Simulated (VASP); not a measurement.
# Na2PS (P6/mmm) in VASP: a series of runs, part 2 of 3

VASP 6.6.1.

## (3) Single point, PBE

This run uses another cell than the first one, of 34.48 Å³/atom.

Input file INCAR:

```
SYSTEM = Na2PS
ALGO = Fast ; EDIFF = 1E-6
ENCUT = 520 ; GGA = PE
ISIF = 2 ; ISMEAR = 0
LASPH = .True. ; LCHARG = .False.
LREAL = .False. ; LWAVE = .False.
NBANDS = 20 ; NELM = 60
PREC = Accurate ; SIGMA = 0.1
```

Input file KPOINTS:

```
k-points
0
Gamma
  6 6 4
  0 0 0
```

Input file POSCAR:

```
Na2PS
1.0
    5.6724165900      0.0000000000      0.0000000000
   -2.8362082900      4.9124568600      0.0000000000
    0.0000000000      0.0000000000      4.9490335500
Na P S
2 1 1
Direct
    0.0000000000      0.0000000000      0.7426885800
    0.0000000000      0.0000000000      0.2573114200
    0.0000000000      0.0000000000      0.0000000000
    0.0000000000      0.0000000000      0.5000000000
```

Potentials or basis: VASP PAW PBE potentials, release 64 (Na_pv, P, S).

Command:

```bash
$ cat potpaw_PBE.64/Na_pv/POTCAR potpaw_PBE.64/P/POTCAR potpaw_PBE.64/S/POTCAR > POTCAR
$ mpirun -np 1 vasp_std > vasp.out
```

OUTCAR:

```text
SYSTEM = Na2PS
   EDIFF = 1E-6
   ENCUT = 520
   GGA = PE
   ISIF = 2
   ISMEAR = 0
   LASPH = .True.
   LREAL = .False.
   NELM = 60
   PREC = Accurate

 ion  position               nearest neighbor table
   1  0.000  0.000  0.743-   4 1.20   3 1.27   2 2.40   2 2.55
   2  0.000  0.000  0.257-   4 1.20   3 1.27   1 2.40   1 2.55
   3  0.000  0.000  0.000-   1 1.27   2 1.27   4 2.47   4 2.47
   4  0.000  0.000  0.500-   1 1.20   2 1.20   3 2.47   3 2.47

 -----------------------------------------------------------------------------
|                                                                             |
|           W    W    AA    RRRRR   N    N  II  N    N   GGGG   !!!           |
|           W    W   A  A   R    R  NN   N  II  NN   N  G    G  !!!           |
|           W    W  A    A  R    R  N N  N  II  N N  N  G       !!!           |
|           W WW W  AAAAAA  RRRRR   N  N N  II  N  N N  G  GGG   !            |
|           WW  WW  A    A  R   R   N   NN  II  N   NN  G    G                |
|           W    W  A    A  R    R  N    N  II  N    N   GGGG   !!!           |
|                                                                             |
|     The distance between some ions is very small. Please check the          |
[... 194 lines left out ...]
 fundamental gap:      0.0629689932
 Fermi energy:         2.7231403617

 k-point     1 :       0.0000    0.0000    0.0000
  band No.  band energies     occupation
      1     -44.3681      2.00000
      2     -43.1801      2.00000
      3     -36.1520      2.00000
      4     -36.1520      2.00000
      5     -36.1025      2.00000
      6     -36.1025      2.00000
[... 472 lines left out ...]
     19       6.2917      0.00000
     20       6.2968      0.00000

------------------------ aborting loop because EDIFF is reached ----------------------------------------

  FORCE on cell =-STRESS in cart. coord.  units (eV):
  Direction    XX          YY          ZZ          XY          YZ          ZX
  --------------------------------------------------------------------------------------
  -------------------------------------------------------------------------------------
  Total       -0.2056538     -0.2056538    296.5505262     -0.0000000      0.0000000     -0.0000000
  in kB       -2.3892412     -2.3892412   3445.2601067     -0.0000000      0.0000000     -0.0000000
  external PRESSURE =    1146.8272081 kB  Pullay stress =       0.0000000 kB

 VOLUME and BASIS-vectors are now :
 -----------------------------------------------------------------------------
  energy-cutoff  :      520.00
  volume of cell :      137.91
      direct lattice vectors                 reciprocal lattice vectors
     5.672416590  0.000000000  0.000000000     0.176291706  0.101782064  0.000000000
    -2.836208290  4.912456860  0.000000000     0.000000000  0.203564129  0.000000000
     0.000000000  0.000000000  4.949033550     0.000000000  0.000000000  0.202059653

 POSITION                                       TOTAL-FORCE (eV/Angst)
 -----------------------------------------------------------------------------------
      0.00000      0.00000      3.67559         0.000000      0.000000     17.274297
      0.00000      0.00000      1.27344         0.000000     -0.000000    -17.274297
      0.00000      0.00000      0.00000        -0.000000     -0.000000     -0.000000
      0.00000      0.00000      2.47452        -0.000000     -0.000000     -0.000000
 -----------------------------------------------------------------------------------
    total drift:                                0.000000      0.000000     -0.000000

  FREE ENERGIE OF THE ION-ELECTRON SYSTEM (eV)
  ---------------------------------------------------
  free  energy   TOTEN  =        71.8334980341 eV

  energy  without entropy=       71.8430395724  energy(sigma->0) =       71.83826880
```

OSZICAR:

```text
N       E                     dE             d eps       ncg     rms          rms(c)
DAV:   1     0.291228631218E+03    0.29123E+03   -0.12902E+04   880   0.113E+03
DAV:   2     0.868600591436E+02   -0.20437E+03   -0.19954E+03   996   0.299E+02
DAV:   3     0.664720828854E+02   -0.20388E+02   -0.20291E+02  1000   0.107E+02
DAV:   4     0.657401019692E+02   -0.73198E+00   -0.73134E+00  1216   0.216E+01
DAV:   5     0.657192487471E+02   -0.20853E-01   -0.20852E-01  1232   0.315E+00    0.163E+01
RMM:   6     0.700340461053E+02    0.43148E+01   -0.23211E+00  1165   0.895E+00    0.994E+00
RMM:   7     0.717856364665E+02    0.17516E+01   -0.46295E+00  1362   0.120E+01    0.257E+00
RMM:   8     0.718136756310E+02    0.28039E-01   -0.63725E-01  1129   0.517E+00    0.780E-01
RMM:   9     0.718386228282E+02    0.24947E-01   -0.13212E-01  1362   0.232E+00    0.835E-01
RMM:  10     0.718349445103E+02   -0.36783E-02   -0.30021E-02  1324   0.890E-01    0.646E-01
RMM:  11     0.718333128515E+02   -0.16317E-02   -0.32052E-03  1215   0.461E-01    0.247E-01
RMM:  12     0.718336727157E+02    0.35986E-03   -0.28810E-03  1211   0.293E-01    0.150E-01
RMM:  13     0.718336221835E+02   -0.50532E-04   -0.12469E-03  1284   0.190E-01    0.527E-02
RMM:  14     0.718335252969E+02   -0.96887E-04   -0.24233E-04  1332   0.958E-02    0.447E-02
RMM:  15     0.718334966403E+02   -0.28657E-04   -0.18370E-04  1214   0.705E-02    0.199E-02
RMM:  16     0.718334973931E+02    0.75273E-06   -0.42081E-05  1314   0.386E-02    0.104E-02
RMM:  17     0.718334980341E+02    0.64106E-06   -0.90314E-06  1206   0.184E-02
   1 F= 0.71833498E+02 E0= 0.71838269E+02  d E =-.954154E-02
```

Wall time 2.4 min (1 thread of Oxide Virtual Turin-like, shared host); peak memory 0.23 GiB.

Results:

```yaml
Free_energy: 71.8335 eV
Pressure: 114.7 GPa
Largest_force: 17.274 eV/Å
Band_gap_on_the_k_mesh: zero (an odd number of electrons rules out a gap without spin polarisation)
```

Forces on the atoms (eV/Å):
```
Na    0.000   0.000  17.274
Na    0.000   0.000 -17.274
P     0.000   0.000   0.000
S     0.000   0.000   0.000
```

Caveat: atoms lie so close that the PAW spheres overlap strongly, which falsifies energies and pressures; the stress differs along the axes, from -0 to 345 GPa; an odd number of electrons without spin polarisation forces a metal; a magnetic or distorted state may lie lower.

## (4) Single point, PBE

This run uses another cell than the first one, of 22.75 Å³/atom.

Input file INCAR:

```
SYSTEM = Na2PS
ALGO = Fast ; EDIFF = 1E-7
ENCUT = 520 ; GGA = PE
ISIF = 2 ; ISMEAR = 0
LASPH = .TRUE. ; LCHARG = .FALSE.
LREAL = .FALSE. ; LWAVE = .FALSE.
NBANDS = 20 ; NELM = 60
PREC = Accurate ; SIGMA = 0.1
```

Input file KPOINTS:

```
k-points
0
G
  18 18 6
  0 0 0
```

Input file POSCAR:

```
Na2PS
1.0
    3.1713214566      0.0000000000      0.0000000000
   -1.5856607283      2.7464449450      0.0000000000
    0.0000000000      0.0000000000     10.4486688081
Na P S
2 1 1
Direct
    0.0000000000      0.0000000000      0.7450653518
    0.0000000000      0.0000000000      0.2549346482
    0.0000000000      0.0000000000      0.0000000000
    0.0000000000      0.0000000000      0.5000000000
```

Potentials or basis: VASP PAW PBE potentials, release 64 (Na_pv, P, S).

Command:

```bash
$ cat potpaw_PBE.64/Na_pv/POTCAR potpaw_PBE.64/P/POTCAR potpaw_PBE.64/S/POTCAR > POTCAR
$ mpirun -np 1 vasp_std > vasp.out
```

OUTCAR:

```text
SYSTEM = Na2PS
   EDIFF = 1E-7
   ENCUT = 520
   GGA = PE
   ISIF = 2
   ISMEAR = 0
   LASPH = .TRUE.
   LREAL = .FALSE.
   NELM = 60
   PREC = Accurate

 ion  position               nearest neighbor table
   1  0.000  0.000  0.745-   4 2.56   3 2.66
   2  0.000  0.000  0.255-   4 2.56   3 2.66
   3  0.000  0.000  0.000-   1 2.66   2 2.66
   4  0.000  0.000  0.500-   1 2.56   2 2.56

  LATTYP: Found a hexagonal cell.
 ALAT       =     3.1713214566
 C/A-ratio  =     3.2947365794

  Lattice vectors:

 A1 = (   3.1713214566,   0.0000000000,   0.0000000000)
 A2 = (  -1.5856607283,   2.7464449450,   0.0000000000)
 A3 = (   0.0000000000,   0.0000000000,  10.4486688081)

Analysis of symmetry for initial positions (statically):
=====================================================================
 Subroutine PRICEL returns:
 Original cell was already a primitive cell.

 Routine SETGRP: Setting up the symmetry group for a
 hexagonal supercell.

 Subroutine GETGRP returns: Found 24 space group operations
 (whereof 24 operations were pure point group operations)
 out of a pool of 24 trial point group operations.

The static configuration has the point symmetry D_6h.

Analysis of symmetry for dynamics (positions and initial velocities):
=====================================================================
 Subroutine PRICEL returns:
 Original cell was already a primitive cell.

 Routine SETGRP: Setting up the symmetry group for a
 hexagonal supercell.

 Subroutine GETGRP returns: Found 24 space group operations
 (whereof 24 operations were pure point group operations)
 out of a pool of 24 trial point group operations.

The dynamic configuration has the point symmetry D_6h.

 Subroutine INISYM returns: Found 24 space group operations
 (whereof 24 operations are pure point group operations),
 and found     1 'primitive' translations

[... 115 lines left out ...]
   IALGO  =     68    algorithm
   IMIX   =      4    mixing-type and parameters
     AMIX     =   0.40;   BMIX     =  1.00
     AMIX_MAG =   1.60;   BMIX_MAG =  1.00
  volume/ion in A,a.u.               =      22.75       153.54
  Fermi-wavevector in a.u.,A,eV,Ry     =   1.064218  2.011081 15.409427  1.132561
  Thomas-Fermi vector in A             =   2.199730
   LORBIT       =      0    0 simple, 1 ext, 2 COOP (PROOUT), +10 PAW based schemes
   GGA     = PE    functional components
   LHFCALC =     F    Hartree Fock is set to
   AEXX    =    0.0000 exact exchange contribution
   IVDW    =     0    specifies the selected vdW correction
   LEPSILON=     F    determine dielectric tensor
   LRPA    =     F    only Hartree local field effects (RPA)
 non-spin polarized calculation
 RMM-DIIS sequential band-by-band and
 Gauss-broadening in eV      SIGMA  =   0.10
  energy-cutoff  :      520.00
  volume of cell :       91.01
 maximum number of plane-waves:      2478
 NGX is ok and might be reduce to    24
   NGX = 11   NGY = 11   NGZ = 39

 number of electron      25.0000024 magnetization

 Free energy of the ion-electron system (eV)
  ---------------------------------------------------
  ext. energy  EPLUGINS =         0.00000000
  ---------------------------------------------------
  free energy    TOTEN  =       -10.91312855 eV

  energy without entropy =      -10.90071956  energy(sigma->0) =      -10.90692405

 E-fermi :   2.7795     XC(G=0):  -8.4693

 val. band max:        2.7629259249   @ k =   0.1667   0.1111   0.1667
 cond. band min:       2.7903849865   @ k =   0.1667   0.1111   0.3333
 fundamental gap:      0.0274590617
 Fermi energy:         2.7795443770

 k-point     1 :       0.0000    0.0000    0.0000
  band No.  band energies     occupation
      1     -21.9243      2.00000
      2     -21.9243      2.00000
      3     -21.9243      2.00000
      4     -21.9243      2.00000
      5     -21.8114      2.00000
      6     -21.8074      2.00000
[... 541 lines left out ...]
     19       8.6722      0.00000
     20      11.1912      0.00000

 [... further k-points ...]

------------------------ aborting loop because EDIFF is reached ----------------------------------------

  FORCE on cell =-STRESS in cart. coord.  units (eV):
  Direction    XX          YY          ZZ          XY          YZ          ZX
  --------------------------------------------------------------------------------------
  -------------------------------------------------------------------------------------
  Total        0.0120698      0.0120698      0.1104188      0.0000000      0.0000000      0.0000000
  in kB        0.2124903      0.2124903      1.9439337      0.0000000      0.0000000      0.0000000
  external PRESSURE =       0.7896381 kB  Pullay stress =       0.0000000 kB

 VOLUME and BASIS-vectors are now :
 -----------------------------------------------------------------------------
  energy-cutoff  :      520.00
  volume of cell :       91.01
      direct lattice vectors                 reciprocal lattice vectors
     3.171321457  0.000000000  0.000000000     0.315325965  0.182053531  0.000000000
    -1.585660728  2.746444945  0.000000000     0.000000000  0.364107062  0.000000000
     0.000000000  0.000000000 10.448668808     0.000000000  0.000000000  0.095705972

 POSITION                                       TOTAL-FORCE (eV/Angst)
 -----------------------------------------------------------------------------------
      0.00000      0.00000      7.78494         0.000000      0.000000      0.003318
      0.00000      0.00000      2.66373        -0.000000     -0.000000     -0.003318
      0.00000      0.00000      0.00000        -0.000000     -0.000000      0.000000
      0.00000      0.00000      5.22433        -0.000000     -0.000000      0.000000
 -----------------------------------------------------------------------------------
    total drift:                               -0.000000     -0.000000     -0.000000

  FREE ENERGIE OF THE ION-ELECTRON SYSTEM (eV)
  ---------------------------------------------------
  free  energy   TOTEN  =       -10.9131285504 eV

  energy  without entropy=      -10.9007195584  energy(sigma->0) =      -10.90692405
```

Run time: 8.1 min. Hardware: 1 thread of Oxide Virtual Turin-like, shared host; peak memory 0.34 GiB.

Results:

| Quantity | Value |
| --- | --- |
| Free energy | -10.9131 eV |
| Pressure | 0.1 GPa |
| Largest force | 0.003 eV/Å |
| Band gap on the k mesh | zero (an odd number of electrons rules out a gap without spin polarisation) |

Forces in eV/Å, atoms in the order of the input:
```
Na   0.000  0.000  0.003
Na   0.000  0.000 -0.003
P    0.000  0.000  0.000
S    0.000  0.000  0.000
```

Levels at points of the mesh, in eV from the Fermi level:
```
           k point  band 10  band 11  band 12  band 13  band 14  band 15
(0.00, 0.00, 0.00)    -3.03    -0.57     1.35     1.35     2.38     3.59
(0.50, 0.00, 0.00)    -3.64    -1.96    -0.58     0.09     1.80     2.05
(0.00, 0.00, 0.50)    -3.58     0.64     0.93     1.35     1.35     3.59
(0.50, 0.00, 0.50)    -3.65    -1.92    -0.65     0.09     1.80     2.52
```

Caveat: an odd number of electrons without spin polarisation forces a metal; a magnetic or distorted state may lie lower.

(Part 2 of 3 ends here.)

The gap in the log of VASP goes by the Fermi energy; the results here count the filled bands.